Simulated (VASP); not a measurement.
Here is a VASP 6.6.1 calculation.

Contents of INCAR:

```
SYSTEM = Li
PREC = Accurate
ENCUT = 520
EDIFF = 1E-6
ISMEAR = -1
SIGMA = 0.15
LREAL = .False.
LASPH = .True.
NELM = 80
ALGO = Normal
ISIF = 2
LWAVE = .False.
LCHARG = .False.
NBANDS = 10
```

Contents of KPOINTS:

```
Automatic mesh
0
Gamma
  5 5 3
  0 0 0
```

Contents of POSCAR:

```
Li
1.0
    3.1110000000      0.0000000000      0.0000000000
   -1.5555000000      2.6942050312      0.0000000000
    0.0000000000      0.0000000000      5.0930000000
Li
2
Direct
    0.3333330000      0.6666670000      0.2500000000
    0.6666670000      0.3333330000      0.7500000000
```

Potentials or basis: VASP PAW LDA potentials, release 64 (Li_sv).

Command:

```bash
$ cat potpaw_LDA.64/Li_sv/POTCAR > POTCAR
$ mpirun -np 1 vasp_std > vasp.out
```

Predict the band gap on the k mesh.

zero (band 3 reaches 1.37 eV, above the bottom of band 4 at -1.09 eV).

Caveat: the k points lie up to 0.47 Å⁻¹ apart.
